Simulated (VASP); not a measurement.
# Ni (Fm-3m) in VASP: a series of runs, part 3 of 3

VASP 6.6.1. The steps go on from the part before.

### Step 6. Single point, LDA, collinear spin, ferromagnetic start

Input file INCAR:

```
SYSTEM = Ni
PREC = Accurate ; ENCUT = 520
EDIFF = 1E-7 ; ISMEAR = -1
SIGMA = 0.1 ; LREAL = .FALSE.
LASPH = .TRUE. ; NELM = 150
ALGO = Normal ; ISIF = 2
LWAVE = .FALSE. ; LCHARG = .TRUE.
ISPIN = 2 ; MAGMOM = 0.2
LORBIT = 11 ; LMAXMIX = 4
GGA = CA ; LELF = .TRUE.
LVHAR = .TRUE. ; NBANDS = 15
```

Input file KPOINTS:

```
regular mesh
0
G
  15 15 15
  0 0 0
```

Input file POSCAR:

```
Ni
1.0
    0.0000000000      1.7672600000      1.7672600000
    1.7672600000      0.0000000000      1.7672600000
    1.7672600000      1.7672600000      0.0000000000
Ni
1
Direct
    0.0000000000      0.0000000000      0.0000000000
```

Potentials or basis: VASP PAW LDA potentials, release 64 (Ni).

Started as:

```
cat potpaw_LDA.64/Ni/POTCAR > POTCAR
mpirun -np 1 vasp_std > vasp.out
```

OUTCAR:

```text
SYSTEM = Ni
   PREC = Accurate
   ENCUT = 520
   EDIFF = 1E-7
   ISMEAR = -1
   LREAL = .FALSE.
   LASPH = .TRUE.
   NELM = 150
   ISIF = 2
   ISPIN = 2
   LORBIT = 11
   GGA = CA

 ion  position               nearest neighbor table
   1  0.000  0.000  0.000-

  LATTYP: Found a face centered cubic cell.
 ALAT       =     3.5345200000

  Lattice vectors:

 A1 = (   0.0000000000,   1.7672600000,   1.7672600000)
 A2 = (   1.7672600000,   0.0000000000,   1.7672600000)
 A3 = (   1.7672600000,   1.7672600000,   0.0000000000)

Analysis of symmetry for initial positions (statically):
=====================================================================
 Subroutine PRICEL returns:
 Original cell was already a primitive cell.

 Routine SETGRP: Setting up the symmetry group for a
 face centered cubic supercell.

 Subroutine GETGRP returns: Found 48 space group operations
 (whereof 48 operations were pure point group operations)
 out of a pool of 48 trial point group operations.

The static configuration has the point symmetry O_h .

Analysis of symmetry for dynamics (positions and initial velocities):
=====================================================================
 Subroutine PRICEL returns:
 Original cell was already a primitive cell.

 Routine SETGRP: Setting up the symmetry group for a
 face centered cubic supercell.

 Subroutine GETGRP returns: Found 48 space group operations
 (whereof 48 operations were pure point group operations)
 out of a pool of 48 trial point group operations.

The dynamic configuration has the point symmetry O_h .

Analysis of structural, dynamic, and magnetic symmetry:
=====================================================================
 Subroutine PRICEL returns:
 Original cell was already a primitive cell.

 Routine SETGRP: Setting up the symmetry group for a
 face centered cubic supercell.

 Subroutine GETGRP returns: Found 48 space group operations
 (whereof 48 operations were pure point group operations)
 out of a pool of 48 trial point group operations.

The overall configuration has the point symmetry O_h .

 Subroutine INISYM returns: Found 48 space group operations
 (whereof 48 operations are pure point group operations),
 and found     1 'primitive' translations

----------------------------------------------------------------------------------------

                                     Primitive cell

  volume of cell :      11.0390

  direct lattice vectors                    reciprocal lattice vectors
     0.000000000  1.767260000  1.767260000    -0.282923848  0.282923848  0.282923848
     1.767260000  0.000000000  1.767260000     0.282923848 -0.282923848  0.282923848
     1.767260000  1.767260000  0.000000000     0.282923848  0.282923848 -0.282923848

  length of vectors
     2.499283060  2.499283060  2.499283060     0.490038480  0.490038480  0.490038480

  position of ions in fractional coordinates (direct lattice)
     0.000000000  0.000000000  0.000000000

  ion indices of the primitive-cell ions
   primitive index   ion index
                 1           1

----------------------------------------------------------------------------------------

 KPOINTS: regular mesh

Automatic generation of k-mesh.
 Grid dimensions read from file:
[... 72 lines left out ...]
   ISYM   =      2    0-nonsym 1-usesym 2-fastsym
   POTIM  = 0.5000    time-step for ionic-motion
   TEBEG  =    0.0;   TEEND  =   0.0 temperature during run
   PSTRESS=    0.0 pullay stress
   NELECT =      10.0000    total number of electrons
   NUPDOWN=      -1.0000    fix difference up-down
   EMIN   =  10.00;   EMAX   =-10.00  energy-range for DOS
   EFERMI =   0.00;   METHOD = LEGACY
   ISMEAR =    -1;   SIGMA  =   0.10  broadening in eV -4-tet -1-fermi 0-gaus
   EFERMI_NEDOS =   21; number of points for ismear=-14 and -15
   IALGO  =     38    algorithm
   IMIX   =      4    mixing-type and parameters
     AMIX     =   0.40;   BMIX     =  1.00
     AMIX_MAG =   1.60;   BMIX_MAG =  1.00
  volume/ion in A,a.u.               =      11.04        74.50
  Fermi-wavevector in a.u.,A,eV,Ry     =   1.584034  2.993389 34.139227  2.509162
  Thomas-Fermi vector in A             =   2.683713
   LORBIT       =     11    0 simple, 1 ext, 2 COOP (PROOUT), +10 PAW based schemes
   GGA     = CA    functional components
   LHFCALC =     F    Hartree Fock is set to
   AEXX    =    0.0000 exact exchange contribution
   IVDW    =     0    specifies the selected vdW correction
   LEPSILON=     F    determine dielectric tensor
   LRPA    =     F    only Hartree local field effects (RPA)
 spin polarized calculation
  energy-cutoff  :      520.00
  volume of cell :       11.04
 maximum number of plane-waves:       310
   NGX =  9   NGY =  9   NGZ =  9

 number of electron      10.0000010 magnetization       0.5944428

 Free energy of the ion-electron system (eV)
  ---------------------------------------------------
  ext. energy  EPLUGINS =         0.00000000
  ---------------------------------------------------
  free energy    TOTEN  =        -6.54254982 eV

  energy without entropy =       -6.48413110  energy(sigma->0) =       -6.51334046

 E-fermi :   8.8040     XC(G=0): -13.5264

 val. band max:        8.7951061810   @ k =  -0.1333   0.2000   0.0667
 cond. band min:       8.8040548077   @ k =   0.4667   0.4000   0.0000
 fundamental gap:      0.0089486267
 Fermi energy:         8.8040153044

 spin component 1

 k-point     1 :       0.0000    0.0000    0.0000
  band No.  band energies     occupation
      1      -0.0630      1.00000
      2       6.5205      1.00000
      3       6.5205      1.00000
      4       6.5205      1.00000
      5       7.6380      0.99999
      6       7.6380      0.99999
      7      32.4835      0.00000
      8      36.1155      0.00000
      9      36.1155      0.00000
     10      36.1155      0.00000
     11      39.0391      0.00000
     12      39.0391      0.00000
     13      39.0391      0.00000
     14      42.2580      0.00000
[... 403 lines left out ...]
      4       6.8968      1.00000
      5       7.3017      1.00000
      6       7.8116      0.99995
      7      28.3493      0.00000
      8      30.8220      0.00000
      9      31.4287      0.00000
     10      33.6597      0.00000
     11      37.7226      0.00000
     12      42.4424      0.00000
     13      44.1672      0.00000
     14      44.7669      0.00000
     15      49.2842      0.00000

 [... further k-points ...]

 spin component 2

 k-point     1 :       0.0000    0.0000    0.0000
  band No.  band energies     occupation
      1      -0.0220      1.00000
      2       7.1205      1.00000
      3       7.1205      1.00000
      4       7.1205      1.00000
      5       8.2036      0.99754
      6       8.2036      0.99754
      7      32.4639      0.00000
      8      36.1684      0.00000
      9      36.1684      0.00000
     10      36.1684      0.00000
     11      39.1968      0.00000
     12      39.1968      0.00000
     13      39.1968      0.00000
     14      42.2324      0.00000
[... 403 lines left out ...]
      4       7.5049      1.00000
      5       7.8540      0.99993
      6       8.3856      0.98499
      7      28.4779      0.00000
      8      30.9479      0.00000
      9      31.4930      0.00000
     10      33.7178      0.00000
     11      37.9092      0.00000
     12      42.5097      0.00000
     13      44.1979      0.00000
     14      44.8079      0.00000
     15      49.4528      0.00000

 [... further k-points ...]

------------------------ aborting loop because EDIFF is reached ----------------------------------------

  FORCE on cell =-STRESS in cart. coord.  units (eV):
  Direction    XX          YY          ZZ          XY          YZ          ZX
  --------------------------------------------------------------------------------------
  -------------------------------------------------------------------------------------
  Total       -1.2921389     -1.2921389     -1.2921389      0.0000000      0.0000000     -0.0000000
  in kB     -187.5376337   -187.5376337   -187.5376337      0.0000000      0.0000000     -0.0000000
  external PRESSURE =    -187.5376337 kB  Pullay stress =       0.0000000 kB

 VOLUME and BASIS-vectors are now :
 -----------------------------------------------------------------------------
  energy-cutoff  :      520.00
  volume of cell :       11.04
      direct lattice vectors                 reciprocal lattice vectors
     0.000000000  1.767260000  1.767260000    -0.282923848  0.282923848  0.282923848
     1.767260000  0.000000000  1.767260000     0.282923848 -0.282923848  0.282923848
     1.767260000  1.767260000  0.000000000     0.282923848  0.282923848 -0.282923848

 POSITION                                       TOTAL-FORCE (eV/Angst)
 -----------------------------------------------------------------------------------
      0.00000      0.00000      0.00000         0.000000      0.000000      0.000000
 -----------------------------------------------------------------------------------
    total drift:                               -0.000000     -0.000000     -0.000000

  FREE ENERGIE OF THE ION-ELECTRON SYSTEM (eV)
  ---------------------------------------------------
  free  energy   TOTEN  =        -6.5425498212 eV

  energy  without entropy=       -6.4841311043  energy(sigma->0) =       -6.51334046

 total charge

# of ion       s       p       d       tot
------------------------------------------
    1        0.493   0.483   8.319   9.295

 magnetization (x)

# of ion       s       p       d       tot
------------------------------------------
    1       -0.005  -0.017   0.622   0.600
```

OSZICAR:

```text
N       E                     dE             d eps       ncg     rms          rms(c)
DAV:   1     0.322987377588E+02    0.32299E+02   -0.41996E+03  7651   0.851E+02
DAV:   2    -0.617682432744E+01   -0.38476E+02   -0.35750E+02  8131   0.162E+02
DAV:   3    -0.764393853815E+01   -0.14671E+01   -0.14491E+01  8838   0.312E+01
DAV:   4    -0.765296888052E+01   -0.90303E-02   -0.90281E-02  8762   0.233E+00
DAV:   5    -0.765308361898E+01   -0.11474E-03   -0.11474E-03  9077   0.236E-01    0.990E+00
DAV:   6    -0.696273468407E+01    0.69035E+00   -0.15454E+01 10371   0.430E+01    0.633E+00
DAV:   7    -0.655157052282E+01    0.41116E+00   -0.29526E+00  9666   0.169E+01    0.181E+00
DAV:   8    -0.654363517540E+01    0.79353E-02   -0.37267E-02  8814   0.127E+00    0.842E-01
DAV:   9    -0.654292789164E+01    0.70728E-03   -0.69066E-03 10981   0.625E-01    0.247E-01
DAV:  10    -0.654244751036E+01    0.48038E-03   -0.97830E-04 11016   0.187E-01    0.129E-01
DAV:  11    -0.654254292579E+01   -0.95415E-04   -0.67144E-05 10440   0.742E-02    0.637E-02
DAV:  12    -0.654254927523E+01   -0.63494E-05   -0.86574E-05 10423   0.733E-02    0.104E-02
DAV:  13    -0.654254758184E+01    0.16934E-05   -0.20874E-06 10898   0.144E-02    0.220E-02
DAV:  14    -0.654254945717E+01   -0.18753E-05   -0.17006E-06 10035   0.127E-02    0.715E-03
DAV:  15    -0.654254981360E+01   -0.35643E-06   -0.92626E-07  8655   0.885E-03    0.145E-03
DAV:  16    -0.654254982124E+01   -0.76393E-08   -0.70634E-09  5126   0.824E-04
   1 F= -.65425498E+01 E0= -.65133405E+01  d E =-.584187E-01  mag=     0.5942
```

stdout:

```text
POSCAR found type information on POSCAR Ni
 POSCAR found :  1 types and       1 ions
 scaLAPACK will be used
 LDA part: xc-table for (Slater(with rela. corr.)+CA(PZ))
 , standard interpolation
 POSCAR, INCAR and KPOINTS ok, starting setup
 FFT: planning ... GRIDC
 FFT: planning ... GRID_SOFT
 FFT: planning ... GRID
 WAVECAR not read
 entering main loop
```

Wall time 1.7 min (1 thread of AMD EPYC 7R13, shared host); peak memory 0.11 GiB.

What came out:

* Free energy: -6.5425 eV
* Pressure: -18.8 GPa
* Net moment: 0.59 μB per cell
* Site moments: Ni +0.60 μB
* Valence electrons inside the program's atomic spheres: Ni 9.29

Caveat: the cell stands under tension.

### Step 7. The runs side by side

| fixed moment (μB) | pressure (GPa) | moment (μB) |
| --- | --- | --- |
| 0.23 | -19.5 | 0.23 |
| 0.7 | -18.3 | 0.70 |
| 1.17 | -13.1 | 1.17 |
| 1.64 | -4.1 | 1.64 |
| - | -18.8 | 0.59 |

Alike in all rows: task single point; level LDA; potentials or basis VASP PAW LDA potentials, release 64 (Ni); spin collinear, ferromagnetic start; cell as given; k mesh 15 × 15 × 15; cutoff (eV) 520; smearing fermi-dirac 0.1 eV.

Caveats: the cell stands under tension; the total moment is fixed, so each spin has its own Fermi level (at least some runs).

Total energies depend on the potentials used, so only differences within one code and one set of settings carry meaning.
